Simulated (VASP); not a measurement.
# Al7ZnN7 (a cell with a defect) in VASP: settings compared

The runs below take Al7ZnN7 (a cell with a defect) through single point, with PBEsol, PBE.

All numbers are computed with VASP 6.6.1; they aren't measurements. Logs are shortened: lines on timing, memory, paths and dates and some standing lists are left out, and cuts for length are marked.

### Step 1. The cell of the first run

The cell holds a defect, 15 atoms: a = 6.228 Å, b = 5.393 Å, c = 4.984 Å, α = 90.00°, β = 90.00°, γ = 90.00°.

### Step 2. Single point, PBEsol, collinear spin

The input, INCAR:

```
PREC = Accurate
ENCUT = 520
EDIFF = 1E-7
ISMEAR = -1
SIGMA = 0.05
LREAL = Auto
LASPH = T
NELM = 150
ALGO = Normal
ISIF = 2
LWAVE = F
LCHARG = F
ISPIN = 2
MAGMOM = 0.143 0 0.143 0 0.143 0 0 0.143 0 0.143 0.143 0 0 0 0.143
LORBIT = 11
GGA = PS
NBANDS = 51
NELECT = 65.0
```

The input, KPOINTS:

```
Automatic mesh
0
Gamma
  2 2 2
  0.5 0.5 0.5
```

The input, POSCAR:

```
Al7ZnN7
1.0
    6.2276320000      0.0000000000      0.0000000000
    0.0000000000      5.3932870000      0.0000000000
    0.0000000000      0.0000000000      4.9835290000
Al Zn N
7 1 7
Direct
    0.2599690000      0.1717560000      0.4936750000
    0.9961820000      0.6719630000      0.4909570000
    0.7438580000      0.1624640000      0.4987550000
    0.9960140000      0.3382880000      0.0130370000
    0.4917770000      0.3339540000      0.9930830000
    0.2476420000      0.8284840000      0.9867270000
    0.7575740000      0.8258760000      0.9931910000
    0.4966560000      0.6512910000      0.4994810000
    0.0028710000      0.3287180000      0.3711800000
    0.2492360000      0.8420790000      0.3720790000
    0.7626000000      0.8434850000      0.3753300000
    0.2516850000      0.1731260000      0.8860690000
    0.0036870000      0.6651710000      0.8768490000
    0.7373950000      0.1621530000      0.8805270000
    0.4927100000      0.6624680000      0.8844070000
```

Potentials or basis: VASP PAW PBE potentials, release 64 (Al, Zn, N).

Run with:

```console
cat potpaw_PBE.64/Al/POTCAR potpaw_PBE.64/Zn/POTCAR potpaw_PBE.64/N/POTCAR > POTCAR
mpirun -np 1 vasp_std > vasp.out
```

OUTCAR:

```text
PREC = Accurate
   ENCUT = 520
   EDIFF = 1E-7
   ISMEAR = -1
   LREAL = Auto
   LASPH = T
   NELM = 150
   ISIF = 2
   ISPIN = 2
   LORBIT = 11
   GGA = PS
   NELECT = 65.0

 ion  position               nearest neighbor table
   1  0.260  0.172  0.494-  10 1.88   9 1.91  12 1.96   8 2.98   5 3.01   5 3.01   3 3.01   4 3.04
                             6 3.08   6 3.13   2 3.16   2 3.16   8 3.17   4 3.19   3 3.21
   2  0.996  0.672  0.491-  11 1.82  10 1.92  13 1.92   9 1.95   4 2.99   7 3.01   7 3.03   6 3.04
                             3 3.08   6 3.08   8 3.11   8 3.12   1 3.16   1 3.16   4 3.16   3 3.17
   3  0.744  0.162  0.499-  11 1.83  14 1.90   9 1.95   1 3.01   4 3.04   8 3.05   7 3.06   5 3.06
                             2 3.08   7 3.11   5 3.11   4 3.15   8 3.16   2 3.17   1 3.21
   4  0.996  0.338  0.013-   9 1.79  13 1.89  12 1.93  14 1.98   2 2.99   7 3.02   3 3.04   1 3.04
                             6 3.08   5 3.09   7 3.14   5 3.14   3 3.15   2 3.16   6 3.17   1 3.19
   5  0.492  0.334  0.993-  12 1.81  15 1.85  14 1.87   8 3.00   1 3.01   1 3.01   8 3.05   3 3.06
                             6 3.07   4 3.09   3 3.11   6 3.12   7 3.13   4 3.14   7 3.20
   6  0.248  0.828  0.987-  13 1.84  15 1.84  10 1.92  12 1.93   8 3.04   2 3.04   7 3.05   5 3.07
                             4 3.08   1 3.08   2 3.08   5 3.12   1 3.13   8 3.14   4 3.17   7 3.18
   7  0.758  0.826  0.993-  13 1.85  14 1.90  11 1.91  15 1.95   2 3.01   4 3.02   2 3.03   6 3.05
                             3 3.06   8 3.10   3 3.11   5 3.13   4 3.14   8 3.15   6 3.18   5 3.20
   8  0.497  0.651  0.499-  15 1.92  10 1.96  11 2.05   1 2.98   5 3.00   6 3.04   5 3.05   3 3.05
                             7 3.10   2 3.11   2 3.12   6 3.14   7 3.15   3 3.16   1 3.17
   9  0.003  0.329  0.371-   4 1.79   1 1.91   2 1.95   3 1.95
  10  0.249  0.842  0.372-   1 1.88   2 1.92   6 1.92   8 1.96
  11  0.763  0.843  0.375-   2 1.82   3 1.83   7 1.91   8 2.05
  12  0.252  0.173  0.886-   5 1.81   6 1.93   4 1.93   1 1.96
  13  0.004  0.665  0.877-   6 1.84   7 1.85   4 1.89   2 1.92
  14  0.737  0.162  0.881-   5 1.87   7 1.90   3 1.90   4 1.98
  15  0.493  0.662  0.884-   6 1.84   5 1.85   8 1.92   7 1.95

  LATTYP: Found a simple orthorhombic cell.
 ALAT       =     4.9835290000
 B/A-ratio  =     1.0822224572
 C/A-ratio  =     1.2496429739

  Lattice vectors:

 A1 = (   0.0000000000,   0.0000000000,  -4.9835290000)
 A2 = (   0.0000000000,   5.3932870000,   0.0000000000)
 A3 = (   6.2276320000,   0.0000000000,   0.0000000000)

Analysis of symmetry for initial positions (statically):
=====================================================================
 Subroutine PRICEL returns:
 Original cell was already a primitive cell.

 Routine SETGRP: Setting up the symmetry group for a
 simple orthorhombic supercell.

[... 573 lines left out ...]

------------------------ aborting loop because EDIFF is reached ----------------------------------------

  FORCE on cell =-STRESS in cart. coord.  units (eV):
  Direction    XX          YY          ZZ          XY          YZ          ZX
  --------------------------------------------------------------------------------------
  -------------------------------------------------------------------------------------
  Total      -25.8459204    -27.5558233    -28.7196761     -1.8499671     -0.0709279      0.4993030
  in kB     -247.3939773   -263.7609570   -274.9012136    -17.7076582     -0.6789131      4.7792674
  external PRESSURE =    -262.0187160 kB  Pullay stress =       0.0000000 kB

 VOLUME and BASIS-vectors are now :
 -----------------------------------------------------------------------------
  energy-cutoff  :      520.00
  volume of cell :      167.38
      direct lattice vectors                 reciprocal lattice vectors
     6.227632000  0.000000000  0.000000000     0.160574678  0.000000000  0.000000000
     0.000000000  5.393287000  0.000000000     0.000000000  0.185415684  0.000000000
     0.000000000  0.000000000  4.983529000     0.000000000  0.000000000  0.200661018

 POSITION                                       TOTAL-FORCE (eV/Angst)
 -----------------------------------------------------------------------------------
      1.61899      0.92633      2.46024        -2.467197     -0.758311      1.366556
      6.20385      3.62409      2.44670         0.978507     -0.911357      0.998320
      4.63247      0.87621      2.48556         2.448347     -0.076475      1.064644
      6.20281      1.82448      0.06497        -0.094230     -0.491109     -2.752919
      3.06261      1.80111      4.94906         0.787808      0.097645     -1.904179
      1.54222      4.46825      4.91738        -0.045832      0.905352     -0.015569
      4.71789      4.45419      4.94960        -0.910639      0.283128     -0.416867
      3.09299      3.51260      2.48918         0.381757      1.402749     -0.166035
      0.01788      1.77287      1.84979        -0.366116      0.267244      1.877557
      1.55215      4.54157      1.85427         0.490607     -0.019523     -0.033812
      4.74919      4.54916      1.87047        -1.625080     -0.344342     -0.528778
      1.56740      0.93372      4.41575        -0.610751     -0.465524     -0.356949
      0.02296      3.58746      4.36980        -0.458029     -0.136964     -0.291365
      4.59222      0.87454      4.38813         0.336060      0.697257      0.392836
      3.06842      3.57288      4.40747         1.154787     -0.449770      0.766559
 -----------------------------------------------------------------------------------
    total drift:                                0.009292      0.001739     -0.009096

  FREE ENERGIE OF THE ION-ELECTRON SYSTEM (eV)
  ---------------------------------------------------
  free  energy   TOTEN  =      -123.4102734556 eV

  energy  without entropy=     -123.3639111930  energy(sigma->0) =     -123.38709232

 total charge

# of ion       s       p       d       tot
------------------------------------------
    1        0.364   0.343   0.000   0.707
    2        0.353   0.401   0.000   0.753
    3        0.366   0.354   0.000   0.721
    4        0.356   0.415   0.000   0.771
    5        0.378   0.398   0.000   0.776
    6        0.359   0.416   0.000   0.776
    7        0.353   0.401   0.000   0.754
    8        0.543   0.498   9.754  10.794
    9        1.230   2.526   0.000   3.757
   10        1.241   2.445   0.000   3.686
   11        1.241   2.489   0.000   3.730
   12        1.231   2.518   0.000   3.749
   13        1.224   2.565   0.000   3.789
   14        1.228   2.505   0.000   3.733
   15        1.238   2.489   0.000   3.727
--------------------------------------------------
tot         11.708  20.761   9.754  42.222

 magnetization (x)

# of ion       s       p       d       tot
------------------------------------------
    1       -0.002  -0.002   0.000  -0.004
    2       -0.002   0.004   0.000   0.002
    3       -0.002  -0.002   0.000  -0.004
    4       -0.001   0.000   0.000  -0.000
    5       -0.000  -0.001   0.000  -0.001
    6       -0.002   0.005   0.000   0.003
    7       -0.002   0.004   0.000   0.002
    8       -0.006   0.026   0.047   0.067
    9        0.001   0.036   0.000   0.037
   10        0.004   0.170   0.000   0.174
   11        0.004   0.147   0.000   0.151
   12        0.000   0.028   0.000   0.029
   13        0.002   0.088   0.000   0.090
   14        0.000   0.019   0.000   0.020
   15        0.004   0.124   0.000   0.128
--------------------------------------------------
tot         -0.001   0.647   0.047   0.693
```

Run time: 4.2 min. Hardware: 1 thread of Oxide Virtual Turin-like, shared host; peak memory 0.29 GiB.

Results:

```
Free energy                                           : -123.4103 eV
Largest force                                         : 2.921 eV/Å
Net moment                                            : 0.91 μB per cell
Site moments                                          : Al -0.00, +0.00; Zn +0.07; N +0.04, +0.17, +0.15, +0.03, +0.09, +0.02, +0.13 μB
Valence electrons inside the program's atomic spheres : Al 0.71, 0.75, 0.72, 0.77, 0.78; Zn 10.79; N 3.76, 3.69, 3.73, 3.75, 3.79
```

Forces in eV/Å, atoms in the order of the input:
```
Al  -2.467 -0.758  1.367
Al   0.979 -0.911  0.998
Al   2.448 -0.076  1.065
Al  -0.094 -0.491 -2.753
Al   0.788  0.098 -1.904
Al  -0.046  0.905 -0.016
Al  -0.911  0.283 -0.417
Zn   0.382  1.403 -0.166
N   -0.366  0.267  1.878
N    0.491 -0.020 -0.034
N   -1.625 -0.344 -0.529
N   -0.611 -0.466 -0.357
N   -0.458 -0.137 -0.291
N    0.336  0.697  0.393
N    1.155 -0.450  0.767
```

Levels at points of the mesh, in eV from the Fermi level:
Spin up:
| k point | band 31 | band 32 | band 33 | band 34 | band 35 | band 36 |
| --- | --- | --- | --- | --- | --- | --- |
| (0.25, 0.25, 0.25) | -0.49 | -0.32 | -0.14 | 0.26 | 4.05 | 4.29 |
Spin down:
| k point | band 30 | band 31 | band 32 | band 33 | band 34 | band 35 |
| --- | --- | --- | --- | --- | --- | --- |
| (0.25, 0.25, 0.25) | -0.49 | -0.32 | -0.13 | 0.12 | 0.32 | 4.07 |

Caveat: the k points lie up to 0.63 Å⁻¹ apart; the cell carries a net charge on a neutralising background, which shifts energy and pressure; the cell is charged against a uniform background, so pressure and absolute levels hang on convention; the PAW data sets were made with another functional, which shifts forces and pressure a little.

### Step 3. Single point, PBE, collinear spin

The input, INCAR:

```
PREC     = Accurate       # precision mode
ENCUT    = 520            # plane-wave cutoff, eV
EDIFF    = 1E-7           # SCF threshold, eV
ISMEAR   = -1             # smearing method
SIGMA    = 0.05           # smearing width, eV
LREAL    = Auto         
LASPH    = T              # aspherical terms in the spheres
NELM     = 150            # most SCF steps
ALGO     = Normal         # electronic algorithm
ISIF     = 2              # what is computed and relaxed
LWAVE    = F              # write WAVECAR
LCHARG   = F              # write CHGCAR
ISPIN    = 2              # spin polarisation
MAGMOM   = 0.143 0 0.143 0 0.143 0 0 0.143 0 0.143 0.143 0 0 0 0.143 # initial moments
LORBIT   = 11             # projections on sites
GGA      = PE             # functional
NBANDS   = 51             # bands
NELECT   = 67.0
```

KPOINTS is that of step 2.

POSCAR is that of step 2.

Potentials or basis: VASP PAW PBE potentials, release 64 (Al, Zn, N).

Run with:

```console
cat potpaw_PBE.64/Al/POTCAR potpaw_PBE.64/Zn/POTCAR potpaw_PBE.64/N/POTCAR > POTCAR
mpirun -np 1 vasp_std > vasp.out
```

Wall time 4.4 min (1 thread of Oxide Virtual Turin-like, shared host); peak memory 0.3 GiB.

Results (log left out):

```
Free energy                                           : -107.3273 eV
Largest force                                         : 2.496 eV/Å
Net moment                                            : 0.96 μB per cell
Site moments                                          : Al +0.03, +0.01, +0.02, +0.00; Zn +0.06; N +0.04, +0.10, +0.07, +0.01 μB
Valence electrons inside the program's atomic spheres : Al 0.75, 0.79, 0.76, 0.80, 0.81; Zn 10.90; N 3.83, 3.77, 3.81, 3.82, 3.86, 3.80
```

Forces on the atoms (eV/Å):
```
Al  -1.629 -0.790  0.795
Al   1.038 -0.388  0.654
Al   1.636 -0.071  0.506
Al  -0.044 -0.361 -2.469
Al   0.763  0.367 -0.963
Al   0.176  0.716  0.627
Al  -1.094  0.142  0.132
Zn   0.423  0.582 -0.744
N   -0.437  0.674  1.824
N   -0.209  0.164 -0.202
N   -1.096 -0.269 -0.641
N   -0.731 -0.547 -0.626
N   -0.562 -0.347 -0.448
N    0.552  0.673  0.190
N    1.215 -0.545  1.366
```

Levels at points of the mesh, in eV from the Fermi level:
Spin up:
| k point | band 31 | band 32 | band 33 | band 34 | band 35 | band 36 | band 37 | band 38 |
| --- | --- | --- | --- | --- | --- | --- | --- | --- |
| (0.25, 0.25, 0.25) | -0.96 | -0.63 | -0.36 | -0.25 | 3.47 | 3.65 | 3.97 | 5.73 |
Spin down:
```csv
k point,band 30,band 31,band 32,band 33,band 34,band 35,band 36,band 37
"(0.25, 0.25, 0.25)",-1.09,-0.88,-0.47,-0.23,0.16,3.72,3.92,4.26
```

Caveat: the k points lie up to 0.63 Å⁻¹ apart; the cell carries a net charge on a neutralising background, which shifts energy and pressure; the cell is charged against a uniform background, so pressure and absolute levels hang on convention.
